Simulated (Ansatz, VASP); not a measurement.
One calculation of Ca3AsP, two programs

File INCAR:

```
PREC = Accurate
ENCUT = 600
EDIFF = 1E-7
ISMEAR = -1
SIGMA = 0.05
LREAL = False
LASPH = True
NELM = 80
ALGO = Normal
ISIF = 3
LWAVE = False
LCHARG = False
GGA = PE
IVDW = 12
IBRION = 2
NSW = 60
EDIFFG = -0.01
```

The input KPOINTS:

```
regular mesh
0
Gamma
  5 5 5
```

The input POSCAR:

```
Ca3AsP
1.0
    5.3338990000      0.0000000000      0.0000000000
    0.0000000000      5.3338990000      0.0000000000
    0.0000000000      0.0000000000      5.3338990000
As Ca P
1 3 1
Direct
    0.0000000000      0.0000000000      0.0000000000
    0.5000000000      0.5000000000      0.0000000000
    0.5000000000      0.0000000000      0.5000000000
    0.0000000000      0.5000000000      0.5000000000
    0.5000000000      0.5000000000      0.5000000000
```

The input input.yaml:

```yaml
crystal:
  lattice:
    - [5.333899, 0.0, 0.0]
    - [0.0, 5.333899, 0.0]
    - [0.0, 0.0, 5.333899]
  atoms:
    - { symbol: As, position: [0.0, 0.0, 0.0] }
    - { symbol: Ca, position: [0.5, 0.5, 0.0] }
    - { symbol: Ca, position: [0.5, 0.0, 0.5] }
    - { symbol: Ca, position: [0.0, 0.5, 0.5] }
    - { symbol: P, position: [0.5, 0.5, 0.5] }
hamiltonian:
  xc: pbe
  pseudopotentials: { kind: paw }
  dispersion: d3bj
kpoints:
  mp_grid: { grid: [5, 5, 5] }
scf:
  occupations: { method: fermi_dirac, width: 0.05 }
output:
  forces: true
  stress: true
  eigenvalues: true
relax:
  f_tol: 0.01
  max_steps: 40
  cell: { stress_tol: 0.05 }
```

Alike in both runs: task relaxation of cell and atoms; functional PBE; dispersion D3(BJ); k mesh 5 × 5 × 5; occupations fermi-dirac, width 0.05 eV; no spin polarisation.

```csv
,VASP,Ansatz
version,VASP 6.6.1,Ansatz 0.2.0
potentials or method,"VASP PAW PBE potentials, release 64 (As, Ca_sv, P)",Ansatz PAW
plane-wave cutoff (eV),600,420
valence electrons in the cell,40,50
```

|  | VASP | Ansatz | Ansatz less VASP |
| --- | --- | --- | --- |
| gap on the k mesh at the Fermi level, each at its own relaxed structure (eV) | 0.27 | 0.29 | +0.014 |
| relaxed volume (Å³/atom) | 29.19 | 29.09 | -0.104 |
| relaxed cell length with the largest relative difference (Å) | 5.265 | 5.259 | -0.0063 |

VASP's potentials hold 40 valence electrons a cell and Ansatz's 50, so a difference there can come from the potentials and not from the codes.

Noted on Ansatz's run: odd divisions of the mesh miss points on the zone boundary, where band edges often lie, so the gap on the mesh can be too wide; the plane-wave basis is chosen anew once the cell has moved, so the energies of steps on either side of that aren't comparable.
